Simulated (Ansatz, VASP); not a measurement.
**Zr2B in VASP and in Ansatz**

The input INCAR:

```
SYSTEM = Zr2B
  PREC = Accurate
  ENCUT = 600
  EDIFF = 1E-6
  ISMEAR = 0
  SIGMA = 0.1
  LREAL = .False.
  LASPH = .True.
  NELM = 80
  ALGO = Normal
  ISIF = 3
  LWAVE = .False.
  LCHARG = .False.
  GGA = PE
  IBRION = 2
  NSW = 90
  EDIFFG = -0.04
```

File KPOINTS:

```
Automatic mesh
0
Gamma
  6 6 2
  0 0 0
```

Contents of POSCAR:

```
Zr2B
1.0
    2.9665578800      0.0000000000      0.0000000000
    0.0000000000      2.9665578800      0.0000000000
    0.0000000000      0.0000000000     11.1124238200
Zr B
4 2
Direct
    0.0000000000      0.5000000000      0.8641184600
    0.5000000000      0.0000000000      0.3641184600
    0.5000000000      0.0000000000      0.6358815400
    0.0000000000      0.5000000000      0.1358815400
    0.0000000000      0.0000000000      0.7500000000
    0.0000000000      0.0000000000      0.2500000000
```

Input for Ansatz:

```yaml
crystal:
  lattice:
    - [2.96655788, 0.0, 0.0]
    - [0.0, 2.96655788, 0.0]
    - [0.0, 0.0, 11.11242382]
  atoms:
    - { symbol: Zr, position: [0.0, 0.5, 0.86411846] }
    - { symbol: Zr, position: [0.5, 0.0, 0.36411846] }
    - { symbol: Zr, position: [0.5, 0.0, 0.63588154] }
    - { symbol: Zr, position: [0.0, 0.5, 0.13588154] }
    - { symbol: B, position: [0.0, 0.0, 0.75] }
    - { symbol: B, position: [0.0, 0.0, 0.25] }
basis:
  ecutwfc: 420
kpoints:
  mp_grid: { grid: [6, 6, 2] }
hamiltonian:
  xc: pbe
scf:
  occupations: { method: gaussian, width: 0.1 }
  lower_state_search: "off"
output:
  forces: true
  stress: true
  eigenvalues: true
relax:
  adjacent_minimum: "off"
  f_tol: 0.04
  max_steps: 70
  cell: { stress_tol: 0.4 }
```

Change from the starting cell: species swapped into the AuI2 type (P4_2/mmc, No. 131).

Alike in both runs: task relaxation of cell and atoms; functional PBE; k mesh 6 × 6 × 2; occupations gaussian, width 0.1 eV; no spin polarisation.

|  | VASP | Ansatz |
| --- | --- | --- |
| version | VASP 6.6.1 | Ansatz 0.2.0 |
| potentials or method | VASP PAW PBE potentials, release 64 (Zr_sv, B), cutoff 600 eV | scalar-relativistic, plane waves, PAW |
| valence electrons in the cell | 54 | 54 |

|  | VASP | Ansatz | Ansatz less VASP |
| --- | --- | --- | --- |
| gap on the k mesh at the Fermi level, each at its own relaxed structure (eV) | none | none | - |
| relaxed volume (Å³/atom) | 22.95 | 22.90 | -0.051 |
| relaxed length of the cell vector where the two differ most in proportion (Å) | 11.750 | 11.785 | +0.0357 |

A gap of «none» marks a metal or a gap that the smearing closes.

Noted on VASP's run: the volume moved by over 15 % at a fixed basis, so the end points are rough.
